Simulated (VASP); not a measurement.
# Cd (Im-3m) in VASP: electric field gradients with PBEsol

Aim: the electric field gradients of Cd with PBEsol.

Everything below comes from runs of VASP 6.6.1. Logs are shortened: lines on timing, memory, paths and dates and some standing lists are left out, and cuts for length are marked.

### 1 The cell of the first run

Symmetry: Im-3m, No. 229, cubic system. Conventional cell: a = 3.569 Å, b = 3.569 Å, c = 3.569 Å, α = 90.00°, β = 90.00°, γ = 90.00°. Cd (site symmetry m-3m) has 14 Cd at 3.09 to 3.57 Å within 4.1 Å.

### 2 Electric field gradients, PBEsol

The input, INCAR:

```
PREC = Accurate ; ENCUT = 520
EDIFF = 1E-8 ; ISMEAR = 1
SIGMA = 0.15 ; LREAL = F
LASPH = T ; NELM = 100
ALGO = Fast ; ISIF = 2
LWAVE = F ; LCHARG = F
GGA = PS ; LEFG = T
NBANDS = 12
```

The input, KPOINTS:

```
regular mesh
0
Gamma
  10 10 10
```

The input, POSCAR:

```
Cd
1.0
   -1.7843220000      1.7843220000      1.7843220000
    1.7843220000     -1.7843220000      1.7843220000
    1.7843220000      1.7843220000     -1.7843220000
Cd
1
Direct
    0.0000000000      0.0000000000      0.0000000000
```

Potentials or basis: VASP PAW PBE potentials, release 64 (Cd).

Started as:

```console
> cat potpaw_PBE.64/Cd/POTCAR > POTCAR
> mpirun -np 1 vasp_std > vasp.out
```

OUTCAR:

```text
PREC = Accurate
   ENCUT = 520
   EDIFF = 1E-8
   ISMEAR = 1
   LREAL = F
   LASPH = T
   NELM = 100
   ISIF = 2
   GGA = PS

 ion  position               nearest neighbor table
   1  0.000  0.000  0.000-

  LATTYP: Found a body centered cubic cell.
 ALAT       =     3.5686440000

  Lattice vectors:

 A1 = (  -1.7843220000,   1.7843220000,   1.7843220000)
 A2 = (   1.7843220000,  -1.7843220000,   1.7843220000)
 A3 = (   1.7843220000,   1.7843220000,  -1.7843220000)

Analysis of symmetry for initial positions (statically):
=====================================================================
 Subroutine PRICEL returns:
 Original cell was already a primitive cell.

 Routine SETGRP: Setting up the symmetry group for a
 body centered cubic supercell.

 Subroutine GETGRP returns: Found 48 space group operations
 (whereof 48 operations were pure point group operations)
 out of a pool of 48 trial point group operations.

The static configuration has the point symmetry O_h .

Analysis of symmetry for dynamics (positions and initial velocities):
=====================================================================
 Subroutine PRICEL returns:
 Original cell was already a primitive cell.

 Routine SETGRP: Setting up the symmetry group for a
 body centered cubic supercell.

 Subroutine GETGRP returns: Found 48 space group operations
 (whereof 48 operations were pure point group operations)
 out of a pool of 48 trial point group operations.

The dynamic configuration has the point symmetry O_h .

 Subroutine INISYM returns: Found 48 space group operations
 (whereof 48 operations are pure point group operations),
 and found     1 'primitive' translations

----------------------------------------------------------------------------------------

                                     Primitive cell

  volume of cell :      22.7237

  direct lattice vectors                    reciprocal lattice vectors
    -1.784322000  1.784322000  1.784322000     0.000000000  0.280218481  0.280218481
     1.784322000 -1.784322000  1.784322000     0.280218481  0.000000000  0.280218481
     1.784322000  1.784322000 -1.784322000     0.280218481  0.280218481  0.000000000

  length of vectors
     3.090536361  3.090536361  3.090536361     0.396288776  0.396288776  0.396288776

  position of ions in fractional coordinates (direct lattice)
     0.000000000  0.000000000  0.000000000

  ion indices of the primitive-cell ions
   primitive index   ion index
                 1           1

----------------------------------------------------------------------------------------

 KPOINTS: regular mesh

Automatic generation of k-mesh.
 Grid dimensions read from file:
 generate k-points for:   10   10   10

 Generating k-lattice:

  Cartesian coordinates                     Fractional coordinates (reciprocal lattice)
     0.000000000  0.028021848  0.028021848     0.100000000  0.000000000  0.000000000
     0.028021848  0.000000000  0.028021848     0.000000000  0.100000000  0.000000000
     0.028021848  0.028021848  0.000000000     0.000000000  0.000000000  0.100000000

  Length of vectors
     0.039628878  0.039628878  0.039628878

  Shift w.r.t. Gamma in fractional coordinates (k-lattice)
     0.000000000  0.000000000  0.000000000

 Subroutine IBZKPT returns following result:
 ===========================================

 Found     47 irreducible k-points:

 Following reciprocal coordinates:
            Coordinates               Weight
  0.000000  0.000000  0.000000      1.000000
  0.100000  0.000000  0.000000     12.000000
  0.200000  0.000000  0.000000     12.000000
  0.300000  0.000000  0.000000     12.000000
  0.400000  0.000000  0.000000     12.000000
  0.500000  0.000000  0.000000      6.000000
[... 16 lines left out ...]
  0.300000  0.300000  0.100000      8.000000
 -0.300000  0.300000  0.100000     24.000000
 [... further k-points ...]
   k-points           NKPTS =     47   k-points in BZ     NKDIM =     47   number of bands    NBANDS=     12
   number of dos      NEDOS =    301   number of ions     NIONS =      1
   total plane-waves  NPLWV =  13824
   dimension x,y,z NGX =    24 NGY =   24 NGZ =   24
   dimension x,y,z NGXF=    48 NGYF=   48 NGZF=   48
   ions per type =               1
   NGX,Y,Z   is equivalent  to a cutoff of  12.91, 12.91, 12.91 a.u.
   NGXF,Y,Z  is equivalent  to a cutoff of  25.82, 25.82, 25.82 a.u.
 SYSTEM =  unknown system
   PREC   = accura    normal or accurate (medium, high low for compatibility)
   ISTART =      0    job   : 0-new  1-cont  2-samecut
   ICHARG =      2    charge: 1-file 2-atom 10-const
   ISPIN  =      1    spin polarized calculation?
   LNONCOLLINEAR =      F non collinear calculations
   LSORBIT =      F    spin-orbit coupling
   LASPH  =      T    aspherical Exc in radial PAW
   ENCUT  =  520.0 eV  38.22 Ry    6.18 a.u.   5.75  5.75  5.75*2*pi/ulx,y,z
   NELM   =    100;   NELMIN=  2; NELMDL= -5     # of ELM steps
   EDIFF  = 0.1E-07   stopping-criterion for ELM
   LREAL  =      F    real-space projection
   EDIFFG = 0.1E-06   stopping-criterion for IOM
   NSW    =      0    number of steps for IOM
   IBRION =     -1    ionic relax: 0-MD 1-quasi-New 2-CG
   NFREE  =      0    steps in history (QN), initial steepest desc. (CG)
   ISIF   =      2    stress and relaxation
   ISYM   =      2    0-nonsym 1-usesym 2-fastsym
   POTIM  = 0.5000    time-step for ionic-motion
   TEBEG  =    0.0;   TEEND  =   0.0 temperature during run
   PSTRESS=    0.0 pullay stress
   NELECT =      12.0000    total number of electrons
   NUPDOWN=      -1.0000    fix difference up-down
   EMIN   =  10.00;   EMAX   =-10.00  energy-range for DOS
   EFERMI =   0.00;   METHOD = LEGACY
   ISMEAR =     1;   SIGMA  =   0.15  broadening in eV -4-tet -1-fermi 0-gaus
   EFERMI_NEDOS =   21; number of points for ismear=-14 and -15
   IALGO  =     68    algorithm
   IMIX   =      4    mixing-type and parameters
     AMIX     =   0.40;   BMIX     =  1.00
     AMIX_MAG =   1.60;   BMIX_MAG =  1.00
  volume/ion in A,a.u.               =      22.72       153.35
  Fermi-wavevector in a.u.,A,eV,Ry     =   1.323250  2.500581 23.823686  1.750992
  Thomas-Fermi vector in A             =   2.452872
   LORBIT       =      0    0 simple, 1 ext, 2 COOP (PROOUT), +10 PAW based schemes
   GGA     = PS    functional components
   LHFCALC =     F    Hartree Fock is set to
   AEXX    =    0.0000 exact exchange contribution
   IVDW    =     0    specifies the selected vdW correction
   LEPSILON=     F    determine dielectric tensor
   LRPA    =     F    only Hartree local field effects (RPA)
 non-spin polarized calculation
 RMM-DIIS sequential band-by-band and
 Methfessel and Paxton  Order N= 1 SIGMA  =   0.15
  energy-cutoff  :      520.00
  volume of cell :       22.72
 maximum number of plane-waves:       627
   NGX = 11   NGY = 11   NGZ = 11

 number of electron      12.0000006 magnetization

 Free energy of the ion-electron system (eV)
  ---------------------------------------------------
  ext. energy  EPLUGINS =         0.00000000
  ---------------------------------------------------
  free energy    TOTEN  =        -1.11900867 eV

  energy without entropy =       -1.11638932  energy(sigma->0) =       -1.11813555

 E-fermi :   2.5548     XC(G=0): -10.9522

 val. band max:        2.5476082641   @ k =  -0.4000   0.4000   0.4000
 cond. band min:       2.6264159219   @ k =   0.4000   0.1000  -0.0000
 fundamental gap:      0.0788076578
 Fermi energy:         2.5548402985

 k-point     1 :       0.0000    0.0000    0.0000
  band No.  band energies     occupation
      1      -6.6658      2.00000
      2      -6.6658      2.00000
      3      -6.6658      2.00000
      4      -6.1499      2.00000
      5      -6.0584      2.00000
      6      -6.0584      2.00000
      7      17.7613      0.00000
      8      17.7613      0.00000
      9      17.7613      0.00000
     10      18.2456      0.00000
     11      18.2456      0.00000
     12      18.2456      0.00000

 k-point     2 :       0.1000    0.0000    0.0000
  band No.  band energies     occupation
      1      -6.6956      2.00000
      2      -6.6630      2.00000
      3      -6.5777      2.00000
      4      -6.0954      2.00000
      5      -6.0572      2.00000
      6      -5.8702      2.00000
      7      15.0822      0.00000
      8      16.6871      0.00000
      9      16.8854      0.00000
     10      17.3913      0.00000
     11      17.5964      0.00000
     12      18.2639      0.00000

 k-point     3 :       0.2000    0.0000    0.0000
  band No.  band energies     occupation
      1      -6.7730      2.00000
      2      -6.7203      2.00000
      3      -6.3392      2.00000
      4      -6.1444      2.00000
      5      -6.0529      2.00000
      6      -5.0115      2.00000
      7      11.1057      0.00000
      8      14.8493      0.00000
      9      14.8953      0.00000
     10      16.7535      0.00000
     11      16.9971      0.00000
     12      19.2027      0.00000
[... 286 lines left out ...]
 k-point    23 :       0.3000    0.3000    0.1000
  band No.  band energies     occupation
      1      -6.9043      2.00000
      2      -6.4691      2.00000
      3      -6.4691      2.00000
      4      -6.0285      2.00000
      5      -6.0285      2.00000
      6       2.9185     -0.00322
      7       3.6004     -0.00000
      8       3.6004     -0.00000
      9       8.5713      0.00000
     10      22.1588      0.00000
     11      22.1588      0.00000
     12      24.9550      0.00000

 k-point    24 :      -0.3000    0.3000    0.1000
  band No.  band energies     occupation
      1      -6.7807      2.00000
      2      -6.7729      2.00000
      3      -6.2513      2.00000
      4      -6.1095      2.00000
      5      -6.0418      2.00000
      6      -3.2809      2.00000
      7       7.5725      0.00000
      8      11.9077      0.00000
      9      12.6987      0.00000
     10      16.8005      0.00000
     11      17.7486      0.00000
     12      18.6674      0.00000

 [... further k-points ...]

------------------------ aborting loop because EDIFF is reached ----------------------------------------

  FORCE on cell =-STRESS in cart. coord.  units (eV):
  Direction    XX          YY          ZZ          XY          YZ          ZX
  --------------------------------------------------------------------------------------
  -------------------------------------------------------------------------------------
  Total       -0.3636140     -0.3636140     -0.3636140      0.0000000      0.0000000     -0.0000000
  in kB      -25.6372554    -25.6372554    -25.6372554      0.0000000      0.0000000     -0.0000000
  external PRESSURE =     -25.6372554 kB  Pullay stress =       0.0000000 kB

 VOLUME and BASIS-vectors are now :
 -----------------------------------------------------------------------------
  energy-cutoff  :      520.00
  volume of cell :       22.72
      direct lattice vectors                 reciprocal lattice vectors
    -1.784322000  1.784322000  1.784322000     0.000000000  0.280218481  0.280218481
     1.784322000 -1.784322000  1.784322000     0.280218481  0.000000000  0.280218481
     1.784322000  1.784322000 -1.784322000     0.280218481  0.280218481  0.000000000

 POSITION                                       TOTAL-FORCE (eV/Angst)
 -----------------------------------------------------------------------------------
      0.00000      0.00000      0.00000        -0.000000     -0.000000      0.000000
 -----------------------------------------------------------------------------------
    total drift:                                0.000000      0.000000     -0.000000

  FREE ENERGIE OF THE ION-ELECTRON SYSTEM (eV)
  ---------------------------------------------------
  free  energy   TOTEN  =        -1.1190086666 eV

  energy  without entropy=       -1.1163893193  energy(sigma->0) =       -1.11813555

 Electric field gradients (V/A^2)
---------------------------------------------------------------------
 ion       V_xx      V_yy      V_zz      V_xy      V_xz      V_yz
---------------------------------------------------------------------
   1      -0.000    -0.000    -0.000    -0.001    -0.001    -0.001
---------------------------------------------------------------------

 Electric field gradients after diagonalization (V/A^2)
 (convention: |V_zz| > |V_xx| > |V_yy|)
----------------------------------------------------------------------
 ion       V_xx      V_yy      V_zz     asymmetry (V_yy - V_xx)/ V_zz
----------------------------------------------------------------------
   1       0.001     0.001    -0.002       0.000
----------------------------------------------------------------------

           NMR quadrupolar parameters

 Cq : quadrupolar parameter    Cq=e*Q*V_zz/h
 eta: asymmetry parameters     (V_yy - V_xx)/ V_zz
 Q  : nuclear electric quadrupole moment in mb (millibarn)
----------------------------------------------------------------------
 ion       Cq(MHz)       eta       Q (mb)
----------------------------------------------------------------------
   1      -0.000       0.000       1.000
----------------------------------------------------------------------
```

Run time: 7.1 s. Hardware: 1 thread of Intel Xeon Platinum 8488C (Sapphire Rapids), shared host; peak memory 0.14 GiB.

What came out:

```yaml
Free_energy: -1.1190 eV
Pressure: -2.6 GPa
Band_gap_on_the_k_mesh: zero (band 6 reaches 5.81 eV, above the bottom of band 7 at 1.44 eV)
```

Levels at points of the mesh, in eV from the Fermi level:
```tsv
k point	band 2	band 3	band 4	band 5	band 6	band 7	band 8	band 9	band 10	band 11
(0.00, 0.00, 0.00)	-9.22	-9.22	-8.70	-8.61	-8.61	15.21	15.21	15.21	15.69	15.69
(0.50, 0.00, 0.00)	-9.53	-8.65	-8.59	-8.20	-2.13	-1.11	9.01	9.75	13.27	13.82
(0.50, 0.50, 0.50)	-9.68	-8.30	-8.30	-8.30	3.25	3.25	3.25	5.32	7.78	7.78
```

Caveat: without QUAD_EFG the Cq values of the log hold for a quadrupole moment of 1 mb, not for the nuclei; the PAW data sets were made with another functional, which shifts forces and pressure a little.
